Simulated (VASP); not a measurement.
Input of a VASP 6.6.1 run:

File INCAR:

```
SYSTEM = ZrC
ALGO     = Normal         ! electronic algorithm
EDIFF    = 1E-6           ! SCF threshold, eV
ENCUT    = 520            ! plane-wave cutoff, eV
GGA      = PE             ! functional
ISIF     = 2              ! what is computed and relaxed
ISMEAR   = 0              ! smearing method
LASPH    = .True.         ! aspherical terms in the spheres
LCHARG   = .False.        ! write CHGCAR
LREAL    = .False.        ! projectors in reciprocal space
LWAVE    = .False.        ! write WAVECAR
NBANDS   = 15             ! bands
NELM     = 100            ! most SCF steps
PREC     = Accurate       ! precision mode
SIGMA    = 0.15           ! smearing width, eV
```

The input KPOINTS:

```
k-points
0
Gamma
  18 18 18
  0 0 0
```

Contents of POSCAR:

```
ZrC
1.0
    0.0000000000      2.3502100000      2.1621932000
    2.3502100000      0.0000000000      2.1621932000
    2.3502100000      2.3502100000      0.0000000000
Zr C
1 1
Direct
    0.5000000000      0.5000000000      0.5000000000
    0.0000000000      0.0000000000      0.0000000000
```

Potentials or basis: VASP PAW PBE potentials, release 64 (Zr_sv, C).

Run with:

```console
$ cat potpaw_PBE.64/Zr_sv/POTCAR potpaw_PBE.64/C/POTCAR > POTCAR
$ mpirun -np 1 vasp_std > vasp.out
```

Task: What does it give for the pressure?

Result: 27.3 GPa.

Task: What does it give for the band gap on the k mesh?

Result: Zero (bands 8 and 9 overlap by 1.78 eV).

Stress tensor (GPa, compression positive):
```
11.41  0.00  0.00
 0.00 11.41  0.00
 0.00  0.00 58.95
```

Caveat: the cell differs from its parent crystal (strain +0.000 along x and y, -0.080 along z); the cell stands under pressure.
